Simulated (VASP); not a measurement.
A run of VASP 6.6.1:

Contents of INCAR:

```
SYSTEM = Cl
PREC = Accurate
ENCUT = 520
EDIFF = 1E-6
ISMEAR = 0
SIGMA = 0.1
LREAL = .False.
LASPH = .True.
NELM = 100
ALGO = Normal
ISIF = 2
LWAVE = .False.
LCHARG = .True.
LDIPOL = .True.
IDIPOL = 3
DIPOL = 0.5 0.5 0.657
GGA = PE
LELF = .True.
LVHAR = .True.
LVACPOTAV = .True.
NBANDS = 14
```

File KPOINTS:

```
Automatic mesh
0
Gamma
  4 4 1
  0 0 0
```

The input POSCAR:

```
Cl
1.0
    5.4400501816      0.0000000000      0.0000000000
   -2.7200250908      4.7112216551      0.0000000000
    0.0000000000      0.0000000000     25.0895542449
Cl
2
Direct
    0.6668718889      0.3341786043      0.6667483417
    0.0001865572      0.0006283628      0.6471691941
```

Potentials or basis: VASP PAW PBE potentials, release 64 (Cl).

Run with:

```bash
$ cat potpaw_PBE.64/Cl/POTCAR > POTCAR
$ mpirun -np 1 vasp_std > vasp.out
```

Hardware: 1 thread of Intel(R) Xeon(R) 6975P-C (Granite Rapids), on a shared host.

Question: How long does it take, and how much memory?

Answer: Run time: 71 s on 1 thread of Intel(R) Xeon(R) 6975P-C (Granite Rapids), with other jobs on the host, peak memory 0.61 GiB. Counts: scf iterations 20, k points 10.
